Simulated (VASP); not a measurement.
Here is a VASP 6.6.1 calculation.

File INCAR:

```
PREC = Accurate ; ENCUT = 500
EDIFF = 1E-6 ; ISMEAR = -1
SIGMA = 0.05 ; LREAL = False
LASPH = True ; NELM = 120
ALGO = Normal ; ISIF = 2
LWAVE = False ; LCHARG = True
GGA = PE ; LELF = True
LVHAR = True ; NBANDS = 8
GGA_COMPAT = False
```

File KPOINTS:

```
Automatic mesh
0
Gamma
  8 8 8
```

File POSCAR:

```
Sb
1.0
    3.2015837161      0.0000000000      0.0000000000
    0.0000000000      3.2015837161      0.0000000000
    0.0000000000      0.0000000000      3.2015837161
Sb
1
Direct
    0.0000000000      0.0000000000      0.0000000000
```

Potentials or basis: VASP PAW PBE potentials, release 64 (Sb).

The run is started by

```bash
$ cat potpaw_PBE.64/Sb/POTCAR > POTCAR
$ mpirun -np 1 vasp_std > vasp.out
```

What does it give for the pressure?

-3.9 GPa.
